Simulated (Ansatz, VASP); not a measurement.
# One calculation of B2Te3, two programs

File INCAR:

```
PREC = Accurate
ENCUT = 600
EDIFF = 1E-6
ISMEAR = 0
SIGMA = 0.1
LREAL = F
LASPH = T
NELM = 100
ALGO = Normal
ISIF = 3
LWAVE = F
LCHARG = F
GGA = PE
IBRION = 2
NSW = 90
EDIFFG = -0.04
```

The input KPOINTS:

```
regular mesh
0
Gamma
  6 6 2
```

Contents of POSCAR:

```
B2Te3
1.0
    3.2391309100      0.0000000000      0.0000000000
   -1.6195654600      2.8051696500      0.0000000000
    0.0000000000      0.0000000000      7.8514408900
B Te
2 3
Direct
    0.3333333300      0.6666666700      0.5000000000
    0.6666666700      0.3333333300      0.5000000000
    0.3705962100      0.0000000000      0.0000000000
    0.0000000000      0.3705962100      0.0000000000
    0.6294037900      0.6294037900      0.0000000000
```

Input for Ansatz:

```yaml
crystal:
  lattice:
    - [3.23913091, 0.0, 0.0]
    - [-1.61956546, 2.80516965, 0.0]
    - [0.0, 0.0, 7.85144089]
  atoms:
    - { symbol: B, position: [0.33333333, 0.66666667, 0.5] }
    - { symbol: B, position: [0.66666667, 0.33333333, 0.5] }
    - { symbol: Te, position: [0.37059621, 0.0, 0.0] }
    - { symbol: Te, position: [0.0, 0.37059621, 0.0] }
    - { symbol: Te, position: [0.62940379, 0.62940379, 0.0] }
basis:
  ecutwfc: 420
kpoints:
  mp_grid: { grid: [6, 6, 2] }
hamiltonian:
  xc: pbe
scf:
  occupations: { method: gaussian, width: 0.1 }
  lower_state_search: "off"
output:
  forces: true
  stress: true
  eigenvalues: true
relax:
  adjacent_minimum: "off"
  f_tol: 0.04
  max_steps: 70
  cell: { stress_tol: 0.4 }
```

Alike in both runs: task relaxation of cell and atoms; functional PBE; k mesh 6 × 6 × 2; occupations gaussian, width 0.1 eV; no spin polarisation.

|  | VASP | Ansatz |
| --- | --- | --- |
| version | VASP 6.6.1 | Ansatz 0.2.0 |
| potentials or method | VASP PAW PBE potentials, release 64 (B, Te), cutoff 600 eV | scalar-relativistic, plane waves, PAW |
| valence electrons in the cell | 24 | 54 |

|  | VASP | Ansatz | Ansatz less VASP |
| --- | --- | --- | --- |
| gap on the k mesh at the Fermi level, each at its own relaxed structure (eV) | none | none | - |
| relaxed volume (Å³/atom) | 24.27 | 25.09 | +0.822 |
| relaxed length of the cell vector where the two differ most in proportion (Å) | 5.813 | 5.919 | +0.1054 |

A gap of «none» marks a metal or a gap that the smearing closes. VASP's potentials hold 24 valence electrons a cell and Ansatz's 54, so a difference there can come from the potentials and not from the codes.

The k mesh is coarse, so the values compare programs but aren't converged. Neither program's run includes spin-orbit coupling. Noted on VASP's run: the volume moved by over 15 % at a fixed basis, so the end points are rough.
